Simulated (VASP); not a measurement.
# MgO (Immm) in VASP: a series of runs

The runs below take MgO through single point, with LDA.

Everything below comes from runs of VASP 6.6.1. Logs are shortened: lines on timing, memory, paths and dates and some standing lists are left out, and cuts for length are marked.

### 1 The cell of the first run

It takes space group Immm (No. 71, orthorhombic). The conventional cell has a = 2.869 Å, b = 3.171 Å, c = 4.270 Å, α = 90.00°, β = 90.00°, γ = 90.00°. Mg (site symmetry mmm) has 6 O at 2.14 Å within 2.8 Å. O (site symmetry mmm) has 6 Mg at 2.14 Å within 2.8 Å.

### 2 Single point, LDA (strain -0.1000 x Voigt [0, 0, 0, 0, 0, 1])

INCAR

```
SYSTEM = MgO
ALGO = Normal
EDIFF = 1E-6
ENCUT = 520
ISIF = 2
ISMEAR = 0
LASPH = .TRUE.
LCHARG = .FALSE.
LREAL = .FALSE.
LWAVE = .FALSE.
NBANDS = 11
NELM = 60
PREC = Accurate
SIGMA = 0.05
```

KPOINTS

```
k-points
0
G
  10 10 10
  0 0 0
```

POSCAR

```
MgO
1.0
   -0.1067575000      2.1351500000      2.1351500000
    2.1351500000     -0.1067575000      2.1351500000
    2.0283925000      2.0283925000      0.0000000000
Mg O
1 1
Direct
    0.0000000000      0.0000000000      0.0000000000
    0.5000000000      0.5000000000      0.5000000000
```

Potentials or basis: VASP PAW LDA potentials, release 64 (Mg, O).

Command:

```bash
$ cat potpaw_LDA.64/Mg/POTCAR potpaw_LDA.64/O/POTCAR > POTCAR
$ mpirun -np 1 vasp_std > vasp.out
```

OUTCAR:

```text
SYSTEM = MgO
   EDIFF = 1E-6
   ENCUT = 520
   ISIF = 2
   ISMEAR = 0
   LASPH = .TRUE.
   LREAL = .FALSE.
   NELM = 60
   PREC = Accurate

 ion  position               nearest neighbor table
   1  0.000  0.000  0.000-   2 2.14   2 2.14   2 2.14   2 2.14   2 2.14   2 2.14
   2  0.500  0.500  0.500-   1 2.14   1 2.14   1 2.14   1 2.14   1 2.14   1 2.14

  LATTYP: Found a body centered orthorhombic cell.
 ALAT       =     2.8685801833
 B/A-ratio  =     1.1052631579
 C/A-ratio  =     1.4886458551

  Lattice vectors:

 A1 = (   0.1067575000,  -2.1351500000,  -2.1351500000)
 A2 = (  -0.1067575000,   2.1351500000,  -2.1351500000)
 A3 = (   2.1351500000,  -0.1067575000,   2.1351500000)

Analysis of symmetry for initial positions (statically):
=====================================================================
 Subroutine PRICEL returns:
 Original cell was already a primitive cell.

 Routine SETGRP: Setting up the symmetry group for a
 body centered orthorhombic supercell.

 Subroutine GETGRP returns: Found  8 space group operations
 (whereof  8 operations were pure point group operations)
 out of a pool of  8 trial point group operations.

The static configuration has the point symmetry D_2h.

Analysis of symmetry for dynamics (positions and initial velocities):
=====================================================================
 Subroutine PRICEL returns:
 Original cell was already a primitive cell.

 Routine SETGRP: Setting up the symmetry group for a
 body centered orthorhombic supercell.

 Subroutine GETGRP returns: Found  8 space group operations
 (whereof  8 operations were pure point group operations)
 out of a pool of  8 trial point group operations.

The dynamic configuration has the point symmetry D_2h.

 Subroutine INISYM returns: Found  8 space group operations
 (whereof  8 operations are pure point group operations),
 and found     1 'primitive' translations

----------------------------------------------------------------------------------------

                                     Primitive cell

  volume of cell :      19.4191

  direct lattice vectors                    reciprocal lattice vectors
    -0.106757500  2.135150000  2.135150000    -0.223024367  0.223024367  0.234175585
     2.135150000 -0.106757500  2.135150000     0.223024367 -0.223024367  0.234175585
     2.028392500  2.028392500  0.000000000     0.246500616  0.246500616 -0.234175585

  length of vectors
     3.021444722  3.021444722  2.868580183     0.392833222  0.392833222  0.419956321

  position of ions in fractional coordinates (direct lattice)
     0.000000000  0.000000000  0.000000000
     0.500000000  0.500000000  0.500000000

  ion indices of the primitive-cell ions
   primitive index   ion index
                 1           1
                 2           2

----------------------------------------------------------------------------------------

 KPOINTS: k-points

Automatic generation of k-mesh.
 Grid dimensions read from file:
 generate k-points for:   10   10   10

 Generating k-lattice:

  Cartesian coordinates                     Fractional coordinates (reciprocal lattice)
    -0.022302437  0.022302437  0.023417558     0.100000000 -0.000000000  0.000000000
     0.022302437 -0.022302437  0.023417558    -0.000000000  0.100000000  0.000000000
     0.024650062  0.024650062 -0.023417558     0.000000000  0.000000000  0.100000000

  Length of vectors
     0.039283322  0.039283322  0.041995632

  Shift w.r.t. Gamma in fractional coordinates (k-lattice)
     0.000000000  0.000000000  0.000000000

 Subroutine IBZKPT returns following result:
 ===========================================

 Found    171 irreducible k-points:

 Following reciprocal coordinates:
            Coordinates               Weight
  0.000000  0.000000  0.000000      1.000000
  0.100000 -0.000000  0.000000      4.000000
  0.200000 -0.000000  0.000000      4.000000
  0.300000 -0.000000  0.000000      4.000000
  0.400000  0.000000  0.000000      4.000000
  0.500000 -0.000000  0.000000      2.000000
[... 16 lines left out ...]
  0.300000  0.300000  0.000000      2.000000
  0.400000  0.300000  0.000000      4.000000
 [... further k-points ...]
   k-points           NKPTS =    171   k-points in BZ     NKDIM =    171   number of bands    NBANDS=     11
   number of dos      NEDOS =    301   number of ions     NIONS =      2
   total plane-waves  NPLWV =  13824
   dimension x,y,z NGX =    24 NGY =   24 NGZ =   24
   dimension x,y,z NGXF=    48 NGYF=   48 NGZF=   48
   ions per type =               1   1
   NGX,Y,Z   is equivalent  to a cutoff of  13.21, 13.21, 13.91 a.u.
   NGXF,Y,Z  is equivalent  to a cutoff of  26.41, 26.41, 27.82 a.u.
 SYSTEM =  MgO
   PREC   = accura    normal or accurate (medium, high low for compatibility)
   ISTART =      0    job   : 0-new  1-cont  2-samecut
   ICHARG =      2    charge: 1-file 2-atom 10-const
   ISPIN  =      1    spin polarized calculation?
   LNONCOLLINEAR =      F non collinear calculations
   LSORBIT =      F    spin-orbit coupling
   LASPH  =      T    aspherical Exc in radial PAW
   ENCUT  =  520.0 eV  38.22 Ry    6.18 a.u.   5.62  5.62  5.33*2*pi/ulx,y,z
   NELM   =     60;   NELMIN=  2; NELMDL= -5     # of ELM steps
   EDIFF  = 0.1E-05   stopping-criterion for ELM
   LREAL  =      F    real-space projection
   EDIFFG = 0.1E-04   stopping-criterion for IOM
   NSW    =      0    number of steps for IOM
   IBRION =     -1    ionic relax: 0-MD 1-quasi-New 2-CG
   NFREE  =      0    steps in history (QN), initial steepest desc. (CG)
   ISIF   =      2    stress and relaxation
   ISYM   =      2    0-nonsym 1-usesym 2-fastsym
   POTIM  = 0.5000    time-step for ionic-motion
   TEBEG  =    0.0;   TEEND  =   0.0 temperature during run
   PSTRESS=    0.0 pullay stress
   NELECT =       8.0000    total number of electrons
   NUPDOWN=      -1.0000    fix difference up-down
   EMIN   =  10.00;   EMAX   =-10.00  energy-range for DOS
   EFERMI =   0.00;   METHOD = LEGACY
   ISMEAR =     0;   SIGMA  =   0.05  broadening in eV -4-tet -1-fermi 0-gaus
   EFERMI_NEDOS =   21; number of points for ismear=-14 and -15
   IALGO  =     38    algorithm
   IMIX   =      4    mixing-type and parameters
     AMIX     =   0.40;   BMIX     =  1.00
     AMIX_MAG =   1.60;   BMIX_MAG =  1.00
  volume/ion in A,a.u.               =       9.71        65.52
  Fermi-wavevector in a.u.,A,eV,Ry     =   1.218135  2.301942 20.189048  1.483853
  Thomas-Fermi vector in A             =   2.353432
   LORBIT       =      0    0 simple, 1 ext, 2 COOP (PROOUT), +10 PAW based schemes
   GGA     = CA    functional components
   LHFCALC =     F    Hartree Fock is set to
   AEXX    =    0.0000 exact exchange contribution
   IVDW    =     0    specifies the selected vdW correction
   LEPSILON=     F    determine dielectric tensor
   LRPA    =     F    only Hartree local field effects (RPA)
 non-spin polarized calculation
 Gauss-broadening in eV      SIGMA  =   0.05
  energy-cutoff  :      520.00
  volume of cell :       19.42
 maximum number of plane-waves:       542
   NGX = 11   NGY = 11   NGZ = 11

 number of electron       8.0000000 magnetization

 Free energy of the ion-electron system (eV)
  ---------------------------------------------------
  ext. energy  EPLUGINS =         0.00000000
  ---------------------------------------------------
  free energy    TOTEN  =       -13.29097802 eV

  energy without entropy =      -13.29097802  energy(sigma->0) =      -13.29097802

 E-fermi :   3.2336     XC(G=0): -11.4095

 val. band max:        3.0192935984   @ k =   0.0000   0.0000   0.0000
 cond. band min:       6.7895742811   @ k =   0.0000   0.0000   0.0000
 fundamental gap:      3.7702806827
 Fermi energy:         3.2336027596

 k-point     1 :       0.0000    0.0000    0.0000
  band No.  band energies     occupation
      1     -14.1853      2.00000
      2       2.2767      2.00000
      3       2.5876      2.00000
      4       3.0193      2.00000
      5       6.7896      0.00000
      6      16.5751      0.00000
      7      18.0537      0.00000
      8      19.4155      0.00000
      9      21.6094      0.00000
     10      23.4668      0.00000
     11      23.6349      0.00000

 k-point     2 :       0.1000   -0.0000    0.0000
  band No.  band energies     occupation
      1     -14.0910      2.00000
      2       1.7126      2.00000
      3       2.4523      2.00000
      4       2.9614      2.00000
      5       7.4163      0.00000
      6      15.9634      0.00000
      7      17.9495      0.00000
      8      19.6054      0.00000
      9      22.3574      0.00000
     10      23.1429      0.00000
     11      23.3763      0.00000

 k-point     3 :       0.2000   -0.0000    0.0000
  band No.  band energies     occupation
      1     -13.8316      2.00000
      2       0.4351      2.00000
      3       2.3089      2.00000
      4       2.8138      2.00000
      5       8.6251      0.00000
      6      14.7874      0.00000
      7      18.4107      0.00000
      8      19.9167      0.00000
      9      21.5364      0.00000
     10      22.7716      0.00000
     11      24.2533      0.00000

 k-point     4 :       0.3000   -0.0000    0.0000
  band No.  band energies     occupation
      1     -13.4822      2.00000
      2      -0.8395      2.00000
      3       2.1586      2.00000
      4       2.6390      2.00000
      5       9.6825      0.00000
      6      14.0523      0.00000
      7      18.7507      0.00000
      8      19.8459      0.00000
      9      21.5518      0.00000
     10      23.4161      0.00000
     11      23.7021      0.00000
[... 239 lines left out ...]
 k-point    22 :      -0.2000    0.2000    0.0000
  band No.  band energies     occupation
      1     -13.3979      2.00000
      2      -0.5163      2.00000
      3       1.1536      2.00000
      4       2.6256      2.00000
      5      10.5239      0.00000
      6      14.0259      0.00000
      7      17.2829      0.00000
      8      20.7712      0.00000
      9      21.7667      0.00000
     10      22.4386      0.00000
     11      27.2335      0.00000

 k-point    23 :       0.3000    0.3000    0.0000
  band No.  band energies     occupation
      1     -13.2221      2.00000
      2      -0.5001      2.00000
      3       1.1969      2.00000
      4       2.2639      2.00000
      5      10.6115      0.00000
      6      12.9501      0.00000
      7      16.4542      0.00000
      8      18.7648      0.00000
      9      20.9241      0.00000
     10      26.2064      0.00000
     11      28.7016      0.00000

 k-point    24 :       0.4000    0.3000    0.0000
  band No.  band energies     occupation
      1     -12.9907      2.00000
      2      -0.9534      2.00000
      3       0.9099      2.00000
      4       2.1389      2.00000
      5      11.2055      0.00000
      6      12.7181      0.00000
      7      15.6867      0.00000
      8      19.2284      0.00000
      9      21.0776      0.00000
     10      27.0322      0.00000
     11      28.3393      0.00000

 [... further k-points ...]
[... 5 lines left out ...]
  --------------------------------------------------------------------------------------
  -------------------------------------------------------------------------------------
  Total       -1.4754677     -1.4754677     -1.7111107      1.7382444      0.0000000      0.0000000
  in kB     -121.7340875   -121.7340875   -141.1759177    143.4145978      0.0000000      0.0000000
  external PRESSURE =    -128.2146976 kB  Pullay stress =       0.0000000 kB

 VOLUME and BASIS-vectors are now :
 -----------------------------------------------------------------------------
  energy-cutoff  :      520.00
  volume of cell :       19.42
      direct lattice vectors                 reciprocal lattice vectors
    -0.106757500  2.135150000  2.135150000    -0.223024367  0.223024367  0.234175585
     2.135150000 -0.106757500  2.135150000     0.223024367 -0.223024367  0.234175585
     2.028392500  2.028392500  0.000000000     0.246500616  0.246500616 -0.234175585

 POSITION                                       TOTAL-FORCE (eV/Angst)
 -----------------------------------------------------------------------------------
      0.00000      0.00000      0.00000        -0.000000      0.000000      0.000000
      2.02839      2.02839      2.13515         0.000000     -0.000000      0.000000
 -----------------------------------------------------------------------------------
    total drift:                               -0.000000     -0.000000      0.000000

  FREE ENERGIE OF THE ION-ELECTRON SYSTEM (eV)
  ---------------------------------------------------
  free  energy   TOTEN  =       -13.2909780209 eV

  energy  without entropy=      -13.2909780209  energy(sigma->0) =      -13.29097802
```

Run time: 15 s. Hardware: 1 thread of AMD EPYC 9R45 (Zen 5), shared host; peak memory 0.13 GiB.

What came out:

```yaml
Free_energy: -13.2910 eV
Pressure: -12.8 GPa
Band_gap_on_the_k_mesh: 3.77 eV, direct
```

Caveat: the cell differs from its parent crystal (strain -0.1000 x Voigt [0, 0, 0, 0, 0, 1]).

### 3 Single point, LDA (strain +0.0875 x Voigt [0, 0, 0, 0, 0, 1])

INCAR

```
SYSTEM = MgO
PREC = Accurate ; ENCUT = 520
EDIFF = 1E-6 ; ISMEAR = 0
SIGMA = 0.05 ; LREAL = .False.
LASPH = .True. ; NELM = 60
ALGO = Normal ; ISIF = 2
LWAVE = .False. ; LCHARG = .False.
NBANDS = 11
```

KPOINTS

```
Automatic mesh
0
Gamma
  10 10 10
  0 0 0
```

POSCAR

```
MgO
1.0
    0.0934128125      2.1351500000      2.1351500000
    2.1351500000      0.0934128125      2.1351500000
    2.2285628125      2.2285628125      0.0000000000
Mg O
1 1
Direct
    0.0000000000      0.0000000000      0.0000000000
    0.5000000000      0.5000000000      0.5000000000
```

Potentials or basis: VASP PAW LDA potentials, release 64 (Mg, O).

Command:

```bash
$ cat potpaw_LDA.64/Mg/POTCAR potpaw_LDA.64/O/POTCAR > POTCAR
$ mpirun -np 1 vasp_std > vasp.out
```

Wall time 15 s (1 thread of AMD EPYC 9R45 (Zen 5), shared host); peak memory 0.13 GiB.

The run converged. Its results:

| Quantity | Value |
| --- | --- |
| Free energy | -13.3105 eV |
| Pressure | -12.9 GPa |
| Band gap on the k mesh | 3.85 eV, direct |

Stress tensor (GPa, compression positive):
```
-12.43 -12.52   0.00
-12.52 -12.43   0.00
  0.00   0.00 -13.91
```

Levels at points of the mesh, in eV from the valence-band top:
```csv
k point,band 2,band 3,band 4,band 5,band 6,band 7
"(0.00, 0.00, 0.00)",-0.65,-0.37,0.00,3.85,13.77,15.06
"(0.50, 0.00, 0.00)",-4.71,-1.28,-0.99,6.82,12.02,14.30
"(0.50, 0.50, 0.00)",-4.35,-2.16,-1.12,7.68,9.82,12.11
"(0.00, 0.00, 0.50)",-5.04,-0.96,-0.58,7.37,11.09,15.51
"(0.50, 0.00, 0.50)",-4.33,-1.66,-1.65,8.50,8.92,11.98
```

Caveat: the cell differs from its parent crystal (strain +0.0875 x Voigt [0, 0, 0, 0, 0, 1]).
